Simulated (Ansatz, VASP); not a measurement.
## One calculation of Ca, two programs

```
Ca
1.0
     6.60969    0.00000    0.00000
    -3.30485    5.72416    0.00000
     0.00000    0.00000    3.95063
Ca
3
Direct
  0.00000 0.00000 0.00000
  0.33333 0.66667 0.50000
  0.66667 0.33333 0.50000
```

Alike in both runs: task single point; functional revPBE; k mesh 7 × 7 × 9; occupations fermi-dirac, width 0.1 eV; no spin polarisation.

|  | VASP | Ansatz |
| --- | --- | --- |
| version | VASP 6.6.1 | Ansatz 0.2.0 |
| potentials or method | VASP PAW PBE potentials, release 64 (Ca_sv), cutoff 520 eV | plane waves (420 eV) with PAW, scalar-relativistic |
| valence electrons in the cell | 30 | 30 |

```tsv
	VASP	Ansatz	Ansatz less VASP
pressure (GPa)	-1.5	-1.5	0.00
traceless stress, the component that is largest in VASP (GPa)	0.06	0.06	+0.002
```

VASP's potentials were made for PBE, not for revPBE.
